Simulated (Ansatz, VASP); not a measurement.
## One calculation of SnO, two programs

INCAR

```
ALGO     = Normal         # electronic algorithm
EDIFF    = 1E-6           # SCF threshold, eV
ENCUT    = 910            # plane-wave cutoff, eV
GGA      = PE             # functional
GGA_COMPAT= F            
ISIF     = 2              # what is computed and relaxed
ISMEAR   = -1             # smearing method
LASPH    = T              # aspherical terms in the spheres
LCHARG   = T              # write CHGCAR
LELF     = T              # ELF
LREAL    = F              # projectors in reciprocal space
LVHAR    = T            
LWAVE    = F              # write WAVECAR
NBANDS   = 28             # bands
NELM     = 120            # most SCF steps
PREC     = Accurate       # precision mode
SIGMA    = 0.02           # smearing width, eV
```

KPOINTS

```
k-points
0
Gamma
  6 6 6
```

POSCAR

```
SnO
1.0
    3.7926488554      0.0000000000      0.0000000000
    0.0000000000      3.7926488554      0.0000000000
    0.0000000000      0.0000000000      4.7582139114
Sn O
2 2
Direct
    0.5000000000      0.0000000000      0.2410340793
    0.0000000000      0.5000000000      0.7589659207
    0.0000000000      0.0000000000      0.0000000000
    0.5000000000      0.5000000000      0.0000000000
```

Input for Ansatz:

```yaml
crystal:
  lattice:
    - [3.7926488554, 0.0, 0.0]
    - [0.0, 3.7926488554, 0.0]
    - [0.0, 0.0, 4.7582139114]
  atoms:
    - { symbol: Sn, position: [0.5, 0.0, 0.2410340793] }
    - { symbol: Sn, position: [0.0, 0.5, 0.7589659207] }
    - { symbol: O, position: [0.0, 0.0, 0.0] }
    - { symbol: O, position: [0.5, 0.5, 0.0] }
kpoints:
  mp_grid: { grid: [6, 6, 6] }
  band_path:
    path:
      - [0.0, 0.0, 0.0]
      - [0.0, 0.5, 0.0]
      - [0.5, 0.5, 0.0]
      - [0.0, 0.0, 0.5]
      - [0.0, 0.5, 0.5]
      - [0.5, 0.5, 0.5]
      - [0.05, 0.05, 0.0]
    npoints: 1
hamiltonian:
  xc: pbe
scf:
  occupations: { method: fermi_dirac, width: 0.02 }
  n_extra_bands: 5
output:
  forces: true
  stress: true
  eigenvalues: true
```

Alike in both runs: task single point; functional PBE; k mesh 6 × 6 × 6; occupations fermi-dirac, width 0.02 eV; no spin polarisation.

|  | VASP | Ansatz |
| --- | --- | --- |
| version | VASP 6.6.1 | Ansatz 0.2.0 |
| potentials or method | VASP PAW PBE potentials, release 64 (Sn_d, O_h) | plane waves, PAW |
| plane-wave cutoff (eV) | 910 | 420 |
| valence electrons in the cell | 40 | 40 |

```csv
,VASP,Ansatz,Ansatz less VASP
rms of the force components (eV/Å),0.235,0.202,-0.0323
```

Atom by atom the forces differ by 0.032 eV/Å (rms over components).

Noted on VASP's run: the cutoff is short for stress, so the pressure is rough.
